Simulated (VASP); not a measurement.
# Eu (Fm-3m) in VASP: notebook

Aim: see how the results for Eu move with the level of theory and the settings. Levels: LDA, BLYP, PBEsol. Tasks: single point.

Program: VASP 6.6.1. These are calculated values, not measurements. Logs are shortened: lines on timing, memory, paths and dates and some standing lists are left out, and cuts for length are marked.

**1. The cell of the first run**

The structure is cubic, space group Fm-3m (No. 225). The conventional cell has a = 5.579 Å, b = 5.579 Å, c = 5.579 Å, α = 90.00°, β = 90.00°, γ = 90.00°. Within 5.2 Å of Eu (site symmetry m-3m) lie 12 Eu at 3.94 Å.

**2. Single point, LDA, collinear spin, ferromagnetic start**

INCAR

```
SYSTEM = Eu
PREC = Accurate ; ENCUT = 520
EDIFF = 1E-6 ; ISMEAR = -1
SIGMA = 0.1 ; LREAL = .False.
LASPH = .True. ; NELM = 150
ALGO = Normal ; ISIF = 2
LWAVE = .False. ; LCHARG = .False.
ISPIN = 2 ; MAGMOM = 9.1
LORBIT = 11 ; LMAXMIX = 6
GGA = CA ; NBANDS = 18
```

KPOINTS

```
regular mesh
0
Gamma
  9 9 9
  0 0 0
```

POSCAR

```
Eu
1.0
    3.9446700000      0.0000000000      0.0000000000
    1.9723350000      3.4161844295      0.0000000000
    1.9723350000      1.1387281432      3.2208095679
Eu
1
Direct
    0.0000000000      0.0000000000      0.0000000000
```

Potentials or basis: VASP PAW PBE potentials, release 64 (Eu).

Run with:

```sh
cat potpaw_PBE.64/Eu/POTCAR > POTCAR
mpirun -np 1 vasp_std > vasp.out
```

OUTCAR:

```text
SYSTEM = Eu
   PREC = Accurate
   ENCUT = 520
   EDIFF = 1E-6
   ISMEAR = -1
   LREAL = .False.
   LASPH = .True.
   NELM = 150
   ISIF = 2
   ISPIN = 2
   LORBIT = 11
   GGA = CA

 ion  position               nearest neighbor table
   1  0.000  0.000  0.000-

  LATTYP: Found a face centered cubic cell.
 ALAT       =     5.5786058130

  Lattice vectors:

 A1 = (   3.9446700000,   0.0000000000,   0.0000000000)
 A2 = (   1.9723350000,   3.4161844295,   0.0000000000)
 A3 = (   1.9723350000,   1.1387281432,   3.2208095679)

Analysis of symmetry for initial positions (statically):
=====================================================================
 Subroutine PRICEL returns:
 Original cell was already a primitive cell.

 Routine SETGRP: Setting up the symmetry group for a
 face centered cubic supercell.

 Subroutine GETGRP returns: Found 48 space group operations
 (whereof 48 operations were pure point group operations)
 out of a pool of 48 trial point group operations.

The static configuration has the point symmetry O_h .

Analysis of symmetry for dynamics (positions and initial velocities):
=====================================================================
 Subroutine PRICEL returns:
 Original cell was already a primitive cell.

 Routine SETGRP: Setting up the symmetry group for a
 face centered cubic supercell.

 Subroutine GETGRP returns: Found 48 space group operations
 (whereof 48 operations were pure point group operations)
 out of a pool of 48 trial point group operations.

The dynamic configuration has the point symmetry O_h .

Analysis of structural, dynamic, and magnetic symmetry:
=====================================================================
 Subroutine PRICEL returns:
 Original cell was already a primitive cell.

 Routine SETGRP: Setting up the symmetry group for a
 face centered cubic supercell.

 Subroutine GETGRP returns: Found 48 space group operations
 (whereof 48 operations were pure point group operations)
 out of a pool of 48 trial point group operations.

The overall configuration has the point symmetry O_h .

 Subroutine INISYM returns: Found 48 space group operations
 (whereof 48 operations are pure point group operations),
 and found     1 'primitive' translations

----------------------------------------------------------------------------------------

                                     Primitive cell

  volume of cell :      43.4027

  direct lattice vectors                    reciprocal lattice vectors
     3.944670000  0.000000000  0.000000000     0.253506630 -0.146362121 -0.103493649
     1.972335000  3.416184429  0.000000000     0.000000000  0.292724243 -0.103493649
[... 96 lines left out ...]
   EMIN   =  10.00;   EMAX   =-10.00  energy-range for DOS
   EFERMI =   0.00;   METHOD = LEGACY
   ISMEAR =    -1;   SIGMA  =   0.10  broadening in eV -4-tet -1-fermi 0-gaus
   EFERMI_NEDOS =   21; number of points for ismear=-14 and -15
   IALGO  =     38    algorithm
   IMIX   =      4    mixing-type and parameters
     AMIX     =   0.40;   BMIX     =  1.00
     AMIX_MAG =   1.60;   BMIX_MAG =  1.00
  volume/ion in A,a.u.               =      43.40       292.90
  Fermi-wavevector in a.u.,A,eV,Ry     =   1.197803  2.263520 19.520720  1.434732
  Thomas-Fermi vector in A             =   2.333709
   LORBIT       =     11    0 simple, 1 ext, 2 COOP (PROOUT), +10 PAW based schemes
   GGA     = CA    functional components
   LHFCALC =     F    Hartree Fock is set to
   AEXX    =    0.0000 exact exchange contribution
   IVDW    =     0    specifies the selected vdW correction
   LEPSILON=     F    determine dielectric tensor
   LRPA    =     F    only Hartree local field effects (RPA)
 spin polarized calculation
  energy-cutoff  :      520.00
  volume of cell :       43.40
 maximum number of plane-waves:      1211
 NGX is ok and might be reduce to    30
   NGX = 15   NGY = 15   NGZ = 15

 number of electron      17.0000004 magnetization       7.3246582

 Free energy of the ion-electron system (eV)
  ---------------------------------------------------
  ext. energy  EPLUGINS =         0.00000000
  ---------------------------------------------------
  free energy    TOTEN  =       -11.35084758 eV

  energy without entropy =      -11.27150396  energy(sigma->0) =      -11.31117577

 E-fermi :   1.6522     XC(G=0):  -8.9799

 val. band max:        1.6406926042   @ k =  -0.3333   0.3333   0.0000
 cond. band min:       1.6571548491   @ k =  -0.3333   0.4444   0.1111
 fundamental gap:      0.0164622449
 Fermi energy:         1.6522117044

 spin component 1

 k-point     1 :       0.0000    0.0000    0.0000
  band No.  band energies     occupation
      1     -39.7318      1.00000
      2     -18.4401      1.00000
      3     -18.4401      1.00000
      4     -18.4401      1.00000
      5      -2.5762      1.00000
      6       1.0254      0.99811
[... 493 lines left out ...]
     17       6.5797      0.00000
     18       8.9981      0.00000

 [... further k-points ...]

 spin component 2

 k-point     1 :       0.0000    0.0000    0.0000
  band No.  band energies     occupation
      1     -36.8910      1.00000
      2     -16.2456      1.00000
      3     -16.2456      1.00000
      4     -16.2456      1.00000
      5      -1.8963      1.00000
      6       4.3612      0.00000
[... 493 lines left out ...]
     17       7.8479      0.00000
     18      10.0877      0.00000

 [... further k-points ...]
[... 5 lines left out ...]
  --------------------------------------------------------------------------------------
  -------------------------------------------------------------------------------------
  Total       -0.8700657     -0.8700657     -0.8700657     -0.0000000     -0.0000000      0.0000000
  in kB      -32.1177850    -32.1177850    -32.1177850     -0.0000000     -0.0000000      0.0000000
  external PRESSURE =     -32.1177850 kB  Pullay stress =       0.0000000 kB

 VOLUME and BASIS-vectors are now :
 -----------------------------------------------------------------------------
  energy-cutoff  :      520.00
  volume of cell :       43.40
      direct lattice vectors                 reciprocal lattice vectors
     3.944670000  0.000000000  0.000000000     0.253506630 -0.146362121 -0.103493649
     1.972335000  3.416184429  0.000000000     0.000000000  0.292724243 -0.103493649
     1.972335000  1.138728143  3.220809568     0.000000000  0.000000000  0.310480946

 POSITION                                       TOTAL-FORCE (eV/Angst)
 -----------------------------------------------------------------------------------
      0.00000      0.00000      0.00000         0.000000      0.000000      0.000000
 -----------------------------------------------------------------------------------
    total drift:                               -0.000000      0.000000     -0.000000

  FREE ENERGIE OF THE ION-ELECTRON SYSTEM (eV)
  ---------------------------------------------------
  free  energy   TOTEN  =       -11.3508475763 eV

  energy  without entropy=      -11.2715039554  energy(sigma->0) =      -11.31117577

 total charge

# of ion       s       p       d       f       tot
--------------------------------------------------
    1        2.082   5.650   0.306   6.623  14.661

 magnetization (x)

# of ion       s       p       d       f       tot
--------------------------------------------------
    1        0.001  -0.072   0.154   6.620   6.703
```

Wall time 2.5 min (1 thread of Intel Xeon 6975P-C, shared host); peak memory 0.2 GiB.

What came out:

| Item | Value |
| --- | --- |
| Free energy | -11.3508 eV |
| Pressure | -3.2 GPa |
| Net moment | 7.32 μB per cell |
| Site moments | Eu +6.70 μB |
| Valence electrons inside the program's atomic spheres | Eu 14.66 |

Levels at points of the mesh, in eV from the Fermi level:
Spin up:
```
           k point  band 8  band 9  band 10  band 11  band 12  band 13  band 14  band 15  band 16  band 17
(0.00, 0.00, 0.00)   -0.52   -0.52    -0.39    -0.39    -0.39     1.75     1.75     1.75     3.55     3.55
```
Spin down:
```tsv
k point	band 3	band 4	band 5	band 6	band 7	band 8
(0.00, 0.00, 0.00)	-17.90	-17.90	-3.55	2.71	2.71	2.71
```

Caveat: the PAW data sets were made with another functional, which shifts forces and pressure a little; spin-orbit coupling is left out, which moves the levels of the heavy elements. The state reached can hang on the start; a lower one may exist.

**3. Single point, BLYP, collinear spin, ferromagnetic start**

INCAR

```
AGGAC = 1.0
AGGAX = 1.0
ALDAC = 0.0
ALDAX = 1.0
ALGO = Normal
EDIFF = 1E-6
ENCUT = 520
GGA = B5
ISIF = 2
ISMEAR = -1
ISPIN = 2
LASPH = T
LCHARG = F
LMAXMIX = 6
LORBIT = 11
LREAL = F
LWAVE = F
MAGMOM = 9.1
NBANDS = 18
NELM = 150
PREC = Accurate
SIGMA = 0.1
```

KPOINTS

```
k-points
0
Gamma
  9 9 9
```

POSCAR is that of step 2.

Potentials or basis: VASP PAW PBE potentials, release 64 (Eu).

Run with:

```sh
cat potpaw_PBE.64/Eu/POTCAR > POTCAR
mpirun -np 1 vasp_std > vasp.out
```

Run time: 4 min. Hardware: 1 thread of Intel Xeon 6975P-C, shared host; peak memory 0.22 GiB.

The run converged. Its results:

```yaml
Free_energy: -10.4787 eV
Pressure: 0.1 GPa
Net_moment: 7.29 μB per cell
Site_moments: Eu +6.70 μB
Valence_electrons_inside_the_program's_atomic_spheres: Eu 14.73
```

Levels at points of the mesh, in eV from the Fermi level:
Spin up:
| k point | band 8 | band 9 | band 10 | band 11 | band 12 | band 13 | band 14 | band 15 | band 16 | band 17 |
| --- | --- | --- | --- | --- | --- | --- | --- | --- | --- | --- |
| (0.00, 0.00, 0.00) | -0.53 | -0.53 | -0.42 | -0.42 | -0.42 | 1.72 | 1.72 | 1.72 | 3.50 | 3.50 |
Spin down:
```csv
k point,band 2,band 3,band 4,band 5,band 6,band 7,band 8,band 9
"(0.00, 0.00, 0.00)",-18.01,-18.01,-18.01,-3.53,2.62,2.62,2.62,3.63
```

Caveat: the PAW data sets were made with another functional, which shifts forces and pressure a little; spin-orbit coupling is left out, which moves the levels of the heavy elements.

**4. Single point, PBEsol, collinear spin, ferromagnetic start**

INCAR

```
SYSTEM = Eu
PREC     = Accurate       ! precision mode
ENCUT    = 520            ! plane-wave cutoff, eV
EDIFF    = 1E-6           ! SCF threshold, eV
ISMEAR   = -1             ! smearing method
SIGMA    = 0.1            ! smearing width, eV
LREAL    = .FALSE.        ! projectors in reciprocal space
LASPH    = .TRUE.         ! aspherical terms in the spheres
NELM     = 150            ! most SCF steps
ALGO     = Normal         ! electronic algorithm
ISIF     = 2              ! what is computed and relaxed
LWAVE    = .FALSE.        ! write WAVECAR
LCHARG   = .FALSE.        ! write CHGCAR
ISPIN    = 2              ! spin polarisation
MAGMOM   = 9.1            ! initial moments
LORBIT   = 11             ! projections on sites
LMAXMIX  = 6              ! l up to which the mixer works
GGA      = PS             ! functional
NBANDS   = 18             ! bands
```

KPOINTS

```
regular mesh
0
G
  9 9 9
  0 0 0
```

POSCAR is that of step 3.

Run with:

```sh
cat potpaw_PBE.64/Eu/POTCAR > POTCAR
mpirun -np 1 vasp_std > vasp.out
```

It took 4.3 min on 1 thread of Intel Xeon 6975P-C, shared host; peak memory 0.22 GiB.

Results (log left out):

```
Free energy                                           : -11.7004 eV
Pressure                                              : -2.0 GPa
Net moment                                            : 7.43 μB per cell
Site moments                                          : Eu +6.71 μB
Valence electrons inside the program's atomic spheres : Eu 14.68
```

Levels at points of the mesh, in eV from the Fermi level:
Spin up:
```tsv
k point	band 8	band 9	band 10	band 11	band 12	band 13	band 14	band 15	band 16	band 17
(0.00, 0.00, 0.00)	-0.52	-0.52	-0.40	-0.40	-0.40	1.75	1.75	1.75	3.60	3.60
```
Spin down:
| k point | band 1 | band 2 | band 3 | band 4 | band 5 | band 6 | band 7 | band 8 | band 9 | band 10 |
| --- | --- | --- | --- | --- | --- | --- | --- | --- | --- | --- |
| (0.00, 0.00, 0.00) | -38.54 | -17.85 | -17.85 | -17.85 | -3.44 | 2.88 | 2.88 | 2.88 | 3.72 | 4.07 |

Caveat: the PAW data sets were made with another functional, which shifts forces and pressure a little; spin-orbit coupling is left out, which moves the levels of the heavy elements.

**5. Summary**

| level | gap on the mesh (eV) | pressure (GPa) | moment (μB) |
| --- | --- | --- | --- |
| LDA | none | -3.2 | 7.32 |
| BLYP | none | 0.1 | 7.29 |
| PBEsol | none | -2.0 | 7.43 |

Alike in all rows: task single point; potentials or basis VASP PAW PBE potentials, release 64 (Eu); spin collinear, ferromagnetic start; cell as given; k mesh 9 × 9 × 9; cutoff (eV) 520; smearing fermi-dirac 0.1 eV.

Every run on the cell as given and a fine mesh finds a metal. The pressure there spans -3.2 GPa (LDA) to 0.1 GPa (BLYP); a positive pressure means that this level wants a larger cell, a negative one a smaller.

Caveats: the PAW data sets were made with another functional, which shifts forces and pressure a little; spin-orbit coupling is left out, which moves the levels of the heavy elements.

Absolute energies hang on the potentials; compare differences alone.
